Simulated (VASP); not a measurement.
Wanted: the native input for a VASP 6.6.1 run.

```
Task                   : single point
Functional             : PBEsol
Potentials or basis    : VASP PAW PBE potentials, release 64 (Ba_sv)
Cutoff                 : 520 eV
k mesh                 : 12 × 12 × 12
Occupations            : fermi-dirac, width 0.08 eV
Spin                   : no spin polarisation
Dipole correction      : no
Further INCAR settings : ALGO = Normal; EDIFF = 1e-06; NBANDS = 11
```

The structure of Ba lies in POSCAR:

```
Ba
1.0
    0.0000000000      3.0289731238      3.0289731238
    3.0289731238      0.0000000000      3.0289731238
    3.0289731238      3.0289731238      0.0000000000
Ba
1
Direct
    0.0000000000      0.0000000000      0.0000000000
```

This isn't the form of Ba at room conditions, which is bcc.

These files were run (other wordings do the same):

INCAR

```
SYSTEM = Ba
PREC = Accurate
ENCUT = 520
EDIFF = 1E-6
ISMEAR = -1
SIGMA = 0.08
LREAL = .False.
LASPH = .True.
NELM = 60
ALGO = Normal
ISIF = 2
LWAVE = .False.
LCHARG = .False.
GGA = PS
NBANDS = 11
```

KPOINTS

```
Automatic mesh
0
Gamma
  12 12 12
  0 0 0
```

Potentials or basis: VASP PAW PBE potentials, release 64 (Ba_sv).

Launch:

```bash
$ cat potpaw_PBE.64/Ba_sv/POTCAR > POTCAR
$ mpirun -np 1 vasp_std > vasp.out
```

Results of the run:

| Item | Value |
| --- | --- |
| Pressure | 0.5 GPa |
| Band gap on the k mesh | zero (bands 5 and 6 overlap by 0.47 eV) |

Caveat: the PAW data sets were made with another functional, which shifts forces and pressure a little; spin-orbit coupling is left out, which moves the levels of the heavy elements.

Wall time 9.1 s on 1 thread of Intel(R) Xeon(R) 6975P-C (Granite Rapids), with other jobs on the host, peak memory 0.19 GiB.
